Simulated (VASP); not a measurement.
# Sn (I4_1/amd) in VASP: notebook

Runs on Sn. Level: r2SCAN. Tasks: single point.

All numbers are computed with VASP 6.6.1; they aren't measurements. Logs are shortened: lines on timing, memory, paths and dates and some standing lists are left out, and cuts for length are marked.

## 1. The cell of the first run

Symmetry: I4_1/amd, No. 141, tetragonal system. The conventional cell has a = 4.845 Å, b = 4.845 Å, c = 5.825 Å, α = 90.00°, β = 90.00°, γ = 90.00°. Within 3.7 Å of Sn (site symmetry -4m2) lie 4 Sn at 2.83 Å.

## 2. Single point, r2SCAN

The input, POSCAR:

```
Sn
1.0
    0.0000000000      3.4262734383      2.9123324225
    3.4262734383      0.0000000000      2.9123324225
    3.4262734383      3.4262734383      0.0000000000
Sn
2
Direct
    0.5000000000      0.5000000000      0.5000000000
    0.7500000000      0.7500000000      0.7500000000
```

The input, INCAR.step1:

```
SYSTEM = Sn
PREC = Accurate
ENCUT = 520
ISMEAR = 0
SIGMA = 0.15
LREAL = .False.
LASPH = .True.
NELM = 80
NBANDS = 21
GGA = PE
ALGO = Normal
EDIFF = 1E-4
LWAVE = .True.
LCHARG = .False.
```

The input, INCAR.step2:

```
SYSTEM = Sn
PREC = Accurate
ENCUT = 520
EDIFF = 1E-6
ISMEAR = 0
SIGMA = 0.15
LREAL = .False.
LASPH = .True.
NELM = 80
ALGO = Normal
ISIF = 2
LWAVE = .False.
LCHARG = .False.
METAGGA = R2SCAN
LMIXTAU = .True.
NBANDS = 21
ISTART = 1
```

The input, KPOINTS:

```
Automatic mesh
0
Gamma
  10 10 10
  0 0 0
```

Potentials or basis: VASP PAW PBE potentials, release 64 (Sn_d).

Started as:

```bash
> cat potpaw_PBE.64/Sn_d/POTCAR > POTCAR
> cp INCAR.step1 INCAR
> mpirun -np 1 vasp_std > vasp.out
> cp INCAR.step2 INCAR
> mpirun -np 1 vasp_std > vasp.out
```

OUTCAR:

```text
SYSTEM = Sn
   PREC = Accurate
   ENCUT = 520
   EDIFF = 1E-6
   ISMEAR = 0
   LREAL = .False.
   LASPH = .True.
   NELM = 80
   ISIF = 2
   METAGGA = R2SCAN
   ISTART = 1

 ion  position               nearest neighbor table
   1  0.500  0.500  0.500-   2 2.83   2 2.83   2 2.83   2 2.83
   2  0.750  0.750  0.750-   1 2.83   1 2.83   1 2.83   1 2.83

  LATTYP: Found a body centered tetragonal cell.
 ALAT       =     4.8454823648
 C/A-ratio  =     1.2020815280

  Lattice vectors:

 A1 = (   0.0000000000,  -3.4262734383,  -2.9123324225)
 A2 = (   0.0000000000,   3.4262734383,  -2.9123324225)
 A3 = (   3.4262734383,   0.0000000000,   2.9123324225)

Analysis of symmetry for initial positions (statically):
=====================================================================
 Subroutine PRICEL returns:
 Original cell was already a primitive cell.

 Routine SETGRP: Setting up the symmetry group for a
 body centered tetragonal supercell.

 Subroutine GETGRP returns: Found 16 space group operations
 (whereof  8 operations were pure point group operations)
 out of a pool of 16 trial point group operations.

The static configuration has the point symmetry D_2d.
 The point group associated with its full space group is D_4h.

Analysis of symmetry for dynamics (positions and initial velocities):
=====================================================================
 Subroutine PRICEL returns:
 Original cell was already a primitive cell.

 Routine SETGRP: Setting up the symmetry group for a
 body centered tetragonal supercell.

 Subroutine GETGRP returns: Found 16 space group operations
 (whereof  8 operations were pure point group operations)
 out of a pool of 16 trial point group operations.

The dynamic configuration has the point symmetry D_2d.
 The point group associated with its full space group is D_4h.

 Subroutine INISYM returns: Found 16 space group operations
 (whereof  8 operations are pure point group operations),
 and found     1 'primitive' translations

----------------------------------------------------------------------------------------

                                     Primitive cell

  volume of cell :      68.3778

  direct lattice vectors                    reciprocal lattice vectors
     0.000000000  3.426273438  2.912332423    -0.145931143  0.145931143  0.171683698
     3.426273438  0.000000000  2.912332423     0.145931143 -0.145931143  0.171683698
     3.426273438  3.426273438  0.000000000     0.145931143  0.145931143 -0.171683698

  length of vectors
     4.496779938  4.496779938  4.845482365     0.268453142  0.268453142  0.268453142

  position of ions in fractional coordinates (direct lattice)
     0.500000000  0.500000000  0.500000000
     0.750000000  0.750000000  0.750000000

  ion indices of the primitive-cell ions
   primitive index   ion index
                 1           1
                 2           2

----------------------------------------------------------------------------------------

 KPOINTS: Automatic mesh

Automatic generation of k-mesh.
 Grid dimensions read from file:
 generate k-points for:   10   10   10

 Generating k-lattice:

  Cartesian coordinates                     Fractional coordinates (reciprocal lattice)
    -0.014593114  0.014593114  0.017168370     0.100000000  0.000000000  0.000000000
     0.014593114 -0.014593114  0.017168370     0.000000000  0.100000000  0.000000000
     0.014593114  0.014593114 -0.017168370     0.000000000  0.000000000  0.100000000

  Length of vectors
     0.026845314  0.026845314  0.026845314

  Shift w.r.t. Gamma in fractional coordinates (k-lattice)
     0.000000000  0.000000000  0.000000000

 Subroutine IBZKPT returns following result:
 ===========================================

 Found    102 irreducible k-points:

 Following reciprocal coordinates:
            Coordinates               Weight
  0.000000  0.000000  0.000000      1.000000
  0.100000  0.000000  0.000000      8.000000
  0.200000  0.000000  0.000000      8.000000
  0.300000  0.000000  0.000000      8.000000
  0.400000  0.000000  0.000000      8.000000
  0.500000  0.000000  0.000000      4.000000
[... 16 lines left out ...]
  0.300000  0.300000  0.000000      2.000000
  0.400000  0.300000  0.000000      8.000000
 [... further k-points ...]
   k-points           NKPTS =    102   k-points in BZ     NKDIM =    102   number of bands    NBANDS=     21
   number of dos      NEDOS =    301   number of ions     NIONS =      2
   total plane-waves  NPLWV =  46656
   dimension x,y,z NGX =    36 NGY =   36 NGZ =   36
   dimension x,y,z NGXF=    72 NGYF=   72 NGZF=   72
   ions per type =               2
   NGX,Y,Z   is equivalent  to a cutoff of  13.31, 13.31, 12.35 a.u.
   NGXF,Y,Z  is equivalent  to a cutoff of  26.62, 26.62, 24.70 a.u.
 SYSTEM =  Sn
   PREC   = accura    normal or accurate (medium, high low for compatibility)
   ISTART =      1    job   : 0-new  1-cont  2-samecut
   ICHARG =      0    charge: 1-file 2-atom 10-const
   ISPIN  =      1    spin polarized calculation?
   LNONCOLLINEAR =      F non collinear calculations
   LSORBIT =      F    spin-orbit coupling
   LASPH  =      T    aspherical Exc in radial PAW
   ENCUT  =  520.0 eV  38.22 Ry    6.18 a.u.   8.36  8.36  9.01*2*pi/ulx,y,z
   NELM   =     80;   NELMIN=  2; NELMDL=  0     # of ELM steps
   EDIFF  = 0.1E-05   stopping-criterion for ELM
   LREAL  =      F    real-space projection
   EDIFFG = 0.1E-04   stopping-criterion for IOM
   NSW    =      0    number of steps for IOM
   IBRION =     -1    ionic relax: 0-MD 1-quasi-New 2-CG
   NFREE  =      0    steps in history (QN), initial steepest desc. (CG)
   ISIF   =      2    stress and relaxation
   ISYM   =      2    0-nonsym 1-usesym 2-fastsym
   POTIM  = 0.5000    time-step for ionic-motion
   TEBEG  =    0.0;   TEEND  =   0.0 temperature during run
   PSTRESS=    0.0 pullay stress
   NELECT =      28.0000    total number of electrons
   NUPDOWN=      -1.0000    fix difference up-down
   EMIN   =  10.00;   EMAX   =-10.00  energy-range for DOS
   EFERMI =   0.00;   METHOD = LEGACY
   ISMEAR =     0;   SIGMA  =   0.15  broadening in eV -4-tet -1-fermi 0-gaus
   EFERMI_NEDOS =   21; number of points for ismear=-14 and -15
   IALGO  =     38    algorithm
   IMIX   =      4    mixing-type and parameters
     AMIX     =   0.40;   BMIX     =  1.00
     AMIX_MAG =   1.60;   BMIX_MAG =  1.00
  volume/ion in A,a.u.               =      34.19       230.72
  Fermi-wavevector in a.u.,A,eV,Ry     =   1.215689  2.297319 20.108049  1.477900
  Thomas-Fermi vector in A             =   2.351068
   LORBIT       =      0    0 simple, 1 ext, 2 COOP (PROOUT), +10 PAW based schemes
   METAGGA = R2SCAN    functional components
   LHFCALC =     F    Hartree Fock is set to
   AEXX    =    0.0000 exact exchange contribution
   IVDW    =     0    specifies the selected vdW correction
   LEPSILON=     F    determine dielectric tensor
   LRPA    =     F    only Hartree local field effects (RPA)
 non-spin polarized calculation
 Gauss-broadening in eV      SIGMA  =   0.15
  energy-cutoff  :      520.00
  volume of cell :       68.38
 maximum number of plane-waves:      1856
 NGX is ok and might be reduce to    36
   NGX = 17   NGY = 17   NGZ = 17

 number of electron      28.0000003 magnetization

 Free energy of the ion-electron system (eV)
  ---------------------------------------------------
  ext. energy  EPLUGINS =         0.00000000
  ---------------------------------------------------
  free energy    TOTEN  =       -49.37669317 eV

  energy without entropy =      -49.37392401  energy(sigma->0) =      -49.37530859

 E-fermi :   5.5616     XC(G=0):  -9.6108

 val. band max:        5.5092777524   @ k =   0.4000   0.0000   0.0000
 cond. band min:       5.6042722097   @ k =   0.1000   0.0000   0.1000
 fundamental gap:      0.0949944572
 Fermi energy:         5.5615849054

 k-point     1 :       0.0000    0.0000    0.0000
  band No.  band energies     occupation
      1     -16.8667      2.00000
      2     -16.7916      2.00000
      3     -16.7916      2.00000
      4     -16.7679      2.00000
      5     -16.7357      2.00000
      6     -16.4833      2.00000
[... 13 lines left out ...]
     20      12.6112      0.00000
     21      13.5416      0.00000

 k-point     2 :       0.1000    0.0000    0.0000
  band No.  band energies     occupation
      1     -16.8676      2.00000
      2     -16.8013      2.00000
      3     -16.7996      2.00000
      4     -16.7530      2.00000
      5     -16.7234      2.00000
      6     -16.5037      2.00000
[... 13 lines left out ...]
     20      12.2994      0.00000
     21      12.9541      0.00000

 k-point     3 :       0.2000    0.0000    0.0000
  band No.  band energies     occupation
      1     -16.8716      2.00000
      2     -16.8113      2.00000
      3     -16.8090      2.00000
      4     -16.7299      2.00000
      5     -16.7017      2.00000
      6     -16.5273      2.00000
[... 13 lines left out ...]
     20      12.3480      0.00000
     21      13.3087      0.00000

 k-point     4 :       0.3000    0.0000    0.0000
  band No.  band energies     occupation
      1     -16.8787      2.00000
      2     -16.8156      2.00000
      3     -16.8107      2.00000
      4     -16.7105      2.00000
      5     -16.6837      2.00000
      6     -16.5454      2.00000
[... 13 lines left out ...]
     20      13.1466      0.00000
     21      13.8030      0.00000

 k-point     5 :       0.4000    0.0000    0.0000
  band No.  band energies     occupation
      1     -16.8848      2.00000
      2     -16.8161      2.00000
      3     -16.8084      2.00000
      4     -16.6991      2.00000
      5     -16.6735      2.00000
      6     -16.5562      2.00000
[... 13 lines left out ...]
     20      14.3619      0.00000
     21      14.4764      0.00000

 k-point     6 :       0.5000    0.0000    0.0000
  band No.  band energies     occupation
      1     -16.8871      2.00000
      2     -16.8157      2.00000
      3     -16.8071      2.00000
      4     -16.6957      2.00000
      5     -16.6703      2.00000
      6     -16.5596      2.00000
[... 13 lines left out ...]
     20      14.0968      0.00000
     21      15.5553      0.00000

 k-point     7 :       0.1000    0.1000    0.0000
  band No.  band energies     occupation
      1     -16.8585      2.00000
      2     -16.7947      2.00000
      3     -16.7947      2.00000
      4     -16.7583      2.00000
      5     -16.7281      2.00000
      6     -16.4817      2.00000
[... 13 lines left out ...]
     20      12.7619      0.00000
     21      14.0096      0.00000
[... 291 lines left out ...]
      1     -16.8969      2.00000
      2     -16.8257      2.00000
      3     -16.7617      2.00000
      4     -16.6668      2.00000
      5     -16.6536      2.00000
      6     -16.5657      2.00000
[... 13 lines left out ...]
     20      13.7602      0.00000
     21      15.6020      0.00000

 k-point    21 :      -0.3000    0.2000    0.0000
  band No.  band energies     occupation
      1     -16.9022      2.00000
      2     -16.8294      2.00000
      3     -16.7826      2.00000
      4     -16.6688      2.00000
      5     -16.6563      2.00000
      6     -16.5667      2.00000
[... 13 lines left out ...]
     20      12.4232      0.00000
     21      15.0143      0.00000

 k-point    22 :      -0.2000    0.2000    0.0000
  band No.  band energies     occupation
      1     -16.8977      2.00000
      2     -16.8289      2.00000
      3     -16.8030      2.00000
      4     -16.6773      2.00000
      5     -16.6752      2.00000
      6     -16.5600      2.00000
[... 13 lines left out ...]
     20      13.5625      0.00000
     21      13.5844      0.00000

 k-point    23 :       0.3000    0.3000    0.0000
  band No.  band energies     occupation
      1     -16.8123      2.00000
      2     -16.8123      2.00000
      3     -16.7955      2.00000
      4     -16.6884      2.00000
      5     -16.6698      2.00000
      6     -16.5604      2.00000
[... 13 lines left out ...]
     20      13.9754      0.00000
     21      16.1630      0.00000

 k-point    24 :       0.4000    0.3000    0.0000
  band No.  band energies     occupation
      1     -16.8348      2.00000
      2     -16.8170      2.00000
      3     -16.7573      2.00000
      4     -16.6633      2.00000
      5     -16.6516      2.00000
      6     -16.5821      2.00000
[... 13 lines left out ...]
     20      14.9218      0.00000
     21      16.4631      0.00000

 [... further k-points ...]

------------------------ aborting loop because EDIFF is reached ----------------------------------------

  FORCE on cell =-STRESS in cart. coord.  units (eV):
  Direction    XX          YY          ZZ          XY          YZ          ZX
  --------------------------------------------------------------------------------------
  -------------------------------------------------------------------------------------
  Total       -0.0039622     -0.0039622      1.6402858      0.0000000      0.0000000     -0.0000000
  in kB       -0.0928405     -0.0928405     38.4339599      0.0000000      0.0000000     -0.0000000
  external PRESSURE =      12.7494263 kB  Pullay stress =       0.0000000 kB

 VOLUME and BASIS-vectors are now :
 -----------------------------------------------------------------------------
  energy-cutoff  :      520.00
  volume of cell :       68.38
      direct lattice vectors                 reciprocal lattice vectors
     0.000000000  3.426273438  2.912332423    -0.145931143  0.145931143  0.171683698
     3.426273438  0.000000000  2.912332423     0.145931143 -0.145931143  0.171683698
     3.426273438  3.426273438  0.000000000     0.145931143  0.145931143 -0.171683698

 POSITION                                       TOTAL-FORCE (eV/Angst)
 -----------------------------------------------------------------------------------
      3.42627      3.42627      2.91233        -0.000000     -0.000000      0.000000
      5.13941      5.13941      4.36850         0.000000      0.000000     -0.000000
 -----------------------------------------------------------------------------------
    total drift:                                0.000000      0.000000      0.000000

  FREE ENERGIE OF THE ION-ELECTRON SYSTEM (eV)
  ---------------------------------------------------
  free  energy   TOTEN  =       -49.3766931685 eV

  energy  without entropy=      -49.3739240125  energy(sigma->0) =      -49.37530859
```

Run time: 8.9 min. Hardware: 1 thread of Intel Xeon 8259CL, shared host; peak memory 0.29 GiB.

What came out:

```yaml
Free_energy: -49.3767 eV
Pressure: 1.3 GPa
Band_gap_on_the_k_mesh: zero (bands 14 and 15 overlap by 0.22 eV)
```

Levels at points of the mesh, in eV from the Fermi level:
```tsv
k point	band 10	band 11	band 12	band 13	band 14	band 15	band 16	band 17	band 18	band 19
(0.00, 0.00, 0.00)	-21.95	-11.07	-0.52	-0.31	-0.31	0.66	1.85	2.60	2.60	5.51
(0.50, 0.00, 0.00)	-21.92	-9.34	-6.55	-1.76	-0.72	-0.14	3.03	4.00	6.27	8.14
(0.50, 0.50, 0.00)	-21.98	-7.42	-7.42	-3.19	-3.19	0.30	0.30	8.20	8.20	9.89
(0.50, 0.00, 0.50)	-21.91	-8.00	-8.00	-2.26	-2.26	1.34	1.34	7.21	7.21	8.66
```

Caveat: the PAW data sets were made with another functional, which shifts forces and pressure a little; spin-orbit coupling is left out, which moves the levels of the heavy elements.

(Continued in part 2 of 2.)
